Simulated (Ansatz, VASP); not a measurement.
**MnO: VASP beside Ansatz**

```
CELL_PARAMETERS angstrom
0.00000 2.22300 2.22300
2.22300 0.00000 2.22300
2.22300 2.22300 0.00000
ATOMIC_POSITIONS crystal
Mn 0.00000 0.00000 0.00000
O 0.50000 0.50000 0.50000
```

Alike in both runs: task single point; functional PBE; k mesh 13 × 13 × 13; occupations fermi-dirac, width 0.15 eV; collinear spin; Hubbard terms Mn d U = 4.5 eV.

|  | VASP | Ansatz |
| --- | --- | --- |
| version | VASP 6.6.1 | Ansatz 0.2.0 |
| potentials or method | VASP PAW PBE potentials, release 64 (Mn_sv, O), cutoff 600 eV | plane waves, PAW |
| valence electrons in the cell | 21 | 21 |

```csv
,VASP,Ansatz,Ansatz less VASP
gap on the k mesh at the Fermi level (eV),none,none,-
net moment per atom (μB),2.50,2.50,0.000
size of the moment on the site where the two differ most (μB),4.52,4.29,-0.234
```

Site moments also hang on the region over which each program counts them. The programs project onto different local orbitals, so the same U acts differently, and such runs can settle in different states. A gap of «none» marks a metal or a gap that the smearing closes. Ansatz's warnings: filled band counts differ across k points.
